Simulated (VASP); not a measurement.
Here is a VASP 6.6.1 calculation.

The input INCAR:

```
SYSTEM = ZnSe
PREC = Accurate
ENCUT = 600
EDIFF = 1E-6
ISMEAR = -1
SIGMA = 0.01
LREAL = .FALSE.
LASPH = .TRUE.
NELM = 80
ALGO = Normal
ISIF = 3
LWAVE = .FALSE.
LCHARG = .FALSE.
GGA = PS
IBRION = 2
NSW = 100
EDIFFG = -0.01
PSTRESS = 20.0
```

KPOINTS

```
regular mesh
0
G
  6 6 6
  0 0 0
```

The input POSCAR:

```
ZnSe
1.0
    0.0000000000      2.8338000000      2.8338000000
    2.8338000000      0.0000000000      2.8338000000
    2.8338000000      2.8338000000      0.0000000000
Zn Se
1 1
Direct
    0.0000000000      0.0000000000      0.0000000000
    0.2500000000      0.2500000000      0.2500000000
```

Potentials or basis: VASP PAW PBE potentials, release 64 (Zn, Se).

Run with:

```sh
$ cat potpaw_PBE.64/Zn/POTCAR potpaw_PBE.64/Se/POTCAR > POTCAR
$ mpirun -np 1 vasp_std > vasp.out
```

Estimate the space group after relaxing (to 0.05 Å).

F-43m (No. 216).

Predict the band gap on the k mesh.

1.34 eV, direct.

Predict the relaxed cell.

a = 3.951 Å, b = 3.951 Å, c = 3.951 Å, α = 60.00°, β = 60.00°, γ = 60.00°.

Predict the relaxed volume.

21.80 Å³/atom.

Final structure:
```yaml
crystal:
  lattice:
    - [0.00000, 2.79354, 2.79354]
    - [2.79354, 0.00000, 2.79354]
    - [2.79354, 2.79354, 0.00000]
  atoms:
    - { symbol: Zn, position: [0.00000, 0.00000, 0.00000] }
    - { symbol: Se, position: [0.25000, 0.25000, 0.25000] }
```

Caveat: the cell is relaxed towards a set pressure, so the enthalpy falls and the energy may rise; the PAW data sets were made with another functional, which shifts forces and pressure a little. PBEsol gaps usually lie below the measured ones, often by a third to a half.
